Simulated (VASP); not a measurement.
Set up this calculation in VASP 6.6.1, as the native input.

```
Task                   : single point
Functional             : PBE
Potentials or basis    : VASP PAW PBE potentials, release 64 (H, C)
Cutoff                 : 520 eV
k mesh                 : 2 × 2 × 1
Occupations            : gaussian, width 0.05 eV
Spin                   : no spin polarisation
Dipole correction      : no
Further INCAR settings : LREAL = Auto; ALGO = Normal; EDIFF = 1e-07; NBANDS = 68
```

The structure of H3C5 lies in POSCAR:

```
H3C5
1.0
    5.0487420000      0.0000000000      0.0000000000
    0.0000000000      5.0487420000      0.0000000000
    0.0000000000      0.0000000000     17.1355610000
H C
12 20
Direct
    0.4277869616      0.0000000000      0.0583581711
    0.0722132365      0.0000000000      0.0583581711
    0.9277869616      0.0000000000      0.0583581711
    0.5722132365      0.0000000000      0.0583581711
    0.4277869616      0.5000000000      0.0583581711
    0.0722132365      0.5000000000      0.0583581711
    0.9277869616      0.5000000000      0.0583581711
    0.5722132365      0.5000000000      0.0583581711
    0.7499390937      0.0039120636      0.3590585100
    0.2500175291      0.4957236872      0.3591017534
    0.7500246596      0.4959203699      0.3590784685
    1.2499896014      1.0037591543      0.3590705317
    0.2500000990      0.0000000000      0.0953981022
    0.7500000990      0.0000000000      0.0953981022
    0.2500000990      0.5000000000      0.0953981022
    0.7500000990      0.5000000000      0.0953981022
    0.2500000990      0.2500000990      0.1474827699
    0.7500000990      0.2500000990      0.1474827699
    0.2500000990      0.7500000990      0.1474827699
    0.7500000990      0.7500000990      0.1474827699
    0.0000071305      0.2499810844      0.1957756154
    0.4999982174      0.2499404802      0.1957750318
    0.0000198069      0.7499610794      0.2036061732
    0.4999803912      0.7499398860      0.2036024966
    0.0000140629      0.0165524402      0.2525042512
    0.5000005942      0.0165116379      0.2525034926
    0.0000025749      0.4833429793      0.2525309209
    0.4999651398      0.4833077230      0.2525225174
    0.2499999010      0.0881025412      0.2998623739
    0.7500084179      0.0882295035      0.2998481345
    0.2499838574      0.4116183794      0.2998755045
    0.7499767269      0.4117451436      0.2998584056
```

These files were run (other wordings do the same):

INCAR

```
SYSTEM = H3C5
PREC = Accurate ; ENCUT = 520
EDIFF = 1E-7 ; ISMEAR = 0
SIGMA = 0.05 ; LREAL = Auto
LASPH = .TRUE. ; NELM = 80
ALGO = Normal ; ISIF = 2
LWAVE = .FALSE. ; LCHARG = .FALSE.
GGA = PE ; NBANDS = 68
```

KPOINTS

```
regular mesh
0
G
  2 2 1
  0 0 0
```

Potentials or basis: VASP PAW PBE potentials, release 64 (H, C).

Launch:

```bash
$ cat potpaw_PBE.64/H/POTCAR potpaw_PBE.64/C/POTCAR > POTCAR
$ mpirun -np 1 vasp_std > vasp.out
```

Results of the run:

| Property | Result |
| --- | --- |
| Largest force | 8.956 eV/Å |
| Band gap on the k mesh | 1.83 eV |

Caveat: the k points lie up to 0.62 Å⁻¹ apart; there is no dipole correction, which matters where the two faces differ.

Wall time 4.6 min on 1 thread of Intel(R) Xeon(R) Platinum 8559C (Emerald Rapids), on a shared host, peak memory 0.49 GiB.
